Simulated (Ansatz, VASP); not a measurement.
# One calculation of F, two programs

```
F
1.0
     3.07127   -1.76517   -0.23688
     3.07127    1.76517   -0.23688
    -2.30936    0.00000    7.06900
F
4
Direct
  0.08485 0.08485 0.09001
  0.91515 0.91515 0.90999
  0.50157 0.50157 0.59372
  0.49843 0.49843 0.40628
```

Alike in both runs: task single point; functional PBEsol; k mesh 4 × 4 × 2; occupations gaussian, width 0.05 eV; no spin polarisation.

```csv
,VASP,Ansatz
version,VASP 6.6.1,Ansatz 0.2.0
potentials or method,"VASP PAW PBE potentials, release 64 (F), cutoff 520 eV","scalar-relativistic, plane waves, PAW"
valence electrons in the cell,28,28
```

VASP gave:

```
gap on the k mesh at the Fermi level (eV)                     : 3.25
least direct gap on the mesh (eV)                             : 3.31
pressure (GPa)                                                : 3.4
traceless stress, the component that is largest in VASP (GPa) : 5.62
rms of the force components (eV/Å)                            : 1.273
```

**Question.** What did Ansatz give for the same quantities?

**Answer.** gap on the k mesh at the Fermi level (eV): 3.33; least direct gap on the mesh (eV): 3.39; pressure (GPa): 2.9; traceless stress, the component that is largest in VASP (GPa): 4.03; rms of the force components (eV/Å): 0.996.

VASP's potentials were made for PBE, not for PBEsol. Atom by atom the forces differ by 0.302 eV/Å (rms over components). With one functional, cell and mesh, what is left measures potentials, basis and numerics.

The k mesh is coarse, so the values compare programs but aren't converged.
